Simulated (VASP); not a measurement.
Re: electric field gradients with PBEsol

Re:

```xyz
1
Lattice="0.0000 1.9750 1.9948 1.9750 0.0000 1.9948 1.9750 1.9750 0.0000" Properties=species:S:1:pos:R:3 pbc="T T T"
Re    0.0000    0.0000    0.0000
```

This cell differs from its parent crystal: zz strain of +1 %.

```json
{
  "Program": "VASP 6.6.1",
  "Task": "electric field gradients",
  "Functional": "PBEsol",
  "Potentials or basis": "VASP PAW PBE potentials, release 64 (Re)",
  "Cutoff": "520 eV",
  "k mesh": "14 × 14 × 14",
  "Occupations": "fermi-dirac, width 0.05 eV",
  "Spin": "no spin polarisation",
  "Dipole correction": "no",
  "Further INCAR settings": "ALGO = Normal; EDIFF = 1e-08; NBANDS = 10"
}
```

| Item | Value |
| --- | --- |
| Pressure | -21.9 GPa |

Stress tensor (GPa, compression positive):
```
-21.26   0.00   0.00
  0.00 -21.26   0.00
  0.00   0.00 -23.30
```

Levels at points of the mesh, in eV from the Fermi level:
```csv
k point,band 2,band 3,band 4,band 5,band 6,band 7
"(0.00, 0.00, 0.00)",-1.85,-1.71,-1.71,1.07,1.26,13.91
"(0.50, 0.00, 0.00)",-2.02,-1.88,0.14,3.48,3.56,9.17
"(0.50, 0.50, 0.00)",-5.50,2.45,3.47,4.20,4.20,11.85
"(0.50, 0.00, 0.50)",-5.52,2.65,3.46,4.14,4.28,11.72
```

Electric field gradients, principal values (V/Å²):
| atom | least | middle | greatest (by size) |
| --- | --- | --- | --- |
| 1 Re | 3.552 | 3.552 | -7.104 |

Run time: 25 s on 1 thread of Intel Xeon 6975P-C, on a shared host, peak memory 0.18 GiB.

Caveat: the cell differs from its parent crystal (zz strain of +1 %); without QUAD_EFG the Cq values of the log hold for a quadrupole moment of 1 mb, not for the nuclei; the PAW data sets were made with another functional, which shifts forces and pressure a little; spin-orbit coupling is left out, which moves the levels of the heavy elements.
